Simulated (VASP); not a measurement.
Wanted: the native input for a VASP 6.6.1 run.

| Property | Result |
| --- | --- |
| Task | single point |
| Functional | PBE |
| Potentials or basis | VASP PAW PBE potentials, release 64 (V_sv) |
| Cutoff | 520 eV |
| k mesh | 10 × 10 × 10 |
| Occupations | fermi-dirac, width 0.05 eV |
| Spin | collinear spin, ferromagnetic start |
| Starting moments | [1.0] μB |
| Fixed moment | 1 μB |
| Dipole correction | no |
| Further INCAR settings | ALGO = Normal; EDIFF = 1e-07; NBANDS = 16 |

The structure of V lies in POSCAR:

```
V
1.0
   -0.0756486300      2.0481251500      1.8548618400
    1.9021292400      0.0263380700      1.7528751400
    1.8823854000      1.9263946100      0.0460819200
V
1
Direct
    0.0000000000      0.0000000000      0.0000000000
```

One way to write it, as run:

INCAR

```
ALGO = Normal ; EDIFF = 1E-7
ENCUT = 520 ; GGA = PE
ISIF = 2 ; ISMEAR = -1
ISPIN = 2 ; LASPH = True
LCHARG = False ; LMAXMIX = 4
LORBIT = 11 ; LREAL = False
LWAVE = False ; MAGMOM = 1
NBANDS = 16 ; NELM = 150
NUPDOWN = 1.0 ; PREC = Accurate
SIGMA = 0.05
```

KPOINTS

```
k-points
0
Gamma
  10 10 10
```

Potentials or basis: VASP PAW PBE potentials, release 64 (V_sv).

Launch:

```bash
$ cat potpaw_PBE.64/V_sv/POTCAR > POTCAR
$ mpirun -np 1 vasp_std > vasp.out
```

It gave:

- Pressure: 7.9 GPa
- Net moment: 1.00 μB per cell
- Site moments: V +0.84 μB
- Valence electrons inside the program's atomic spheres: V 11.66

Caveat: the stress differs along the axes, from 1 to 12 GPa; the total moment is fixed, so each spin has its own Fermi level and the state may be an excited one.

Wall time 2.1 min on 1 thread of Intel(R) Xeon(R) Platinum 8488C (Sapphire Rapids), on a shared host, peak memory 0.27 GiB.
